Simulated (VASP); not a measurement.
## Sb: relaxation of cell and atoms with LDA

Sb:

```
CELL_PARAMETERS angstrom
3.35453 0.00000 0.00000
-1.67727 2.90511 0.00000
0.00000 0.00000 5.47016
ATOMIC_POSITIONS crystal
Sb 0.66667 0.33333 0.75000
Sb 0.33333 0.66667 0.25000
```

* Program: VASP 6.6.1
* Task: relaxation of cell and atoms
* Functional: LDA
* Potentials or basis: VASP PAW LDA potentials, release 64 (Sb)
* Cutoff: 600 eV
* k mesh: 9 × 9 × 5
* Occupations: fermi-dirac, width 0.05 eV
* Spin: no spin polarisation
* Dipole correction: no
* Further INCAR settings: ALGO = Normal; EDIFF = 1e-06; IBRION = 2; EDIFFG = -0.01; NSW = 60; ISIF = 3

- Relaxed volume: 25.57 Å³/atom
- Relaxed cell: a = 3.311 Å, b = 3.311 Å, c = 5.388 Å, α = 90.00°, β = 90.00°, γ = 120.00°
- Space group after relaxing (to 0.05 Å): P6_3/mmc (No. 194)
- Energy gained by relaxing: 9.3 meV/atom
- Ionic steps: 3
- Pressure after relaxing: 0.0 GPa
- Band gap on the k mesh: zero (band 5 reaches 13.40 eV, above the bottom of band 6 at 6.21 eV)

The path:
```tsv
step	energy change (eV)	largest force (eV/Å)	pressure (GPa)	volume (Å³)
1	0.0000	0.0000	-2.65	53.31
2	-0.0125	0.0000	1.71	49.98
3	-0.0186	0.0000	-0.01	51.15
```

Final structure:
```yaml
crystal:
  lattice:
    - [3.31072, 0.00000, 0.00000]
    - [-1.65536, 2.86716, 0.00000]
    - [0.00000, 0.00000, 5.38846]
  atoms:
    - { symbol: Sb, position: [0.66667, 0.33333, 0.75000] }
    - { symbol: Sb, position: [0.33333, 0.66667, 0.25000] }
```

Levels at points of the mesh, in eV from the Fermi level:
| k point | band 1 | band 2 | band 3 | band 4 | band 5 | band 6 | band 7 | band 8 | band 9 |
| --- | --- | --- | --- | --- | --- | --- | --- | --- | --- |
| (0.00, 0.00, 0.00) | -13.26 | -9.21 | -6.03 | 3.81 | 3.81 | 5.53 | 5.53 | 5.85 | 7.95 |

Run time: 17 s on 1 thread of Intel(R) Xeon(R) Platinum 8559C (Emerald Rapids) (shared host), peak memory 0.17 GiB.

Caveat: spin-orbit coupling is left out, which moves the levels of the heavy elements.
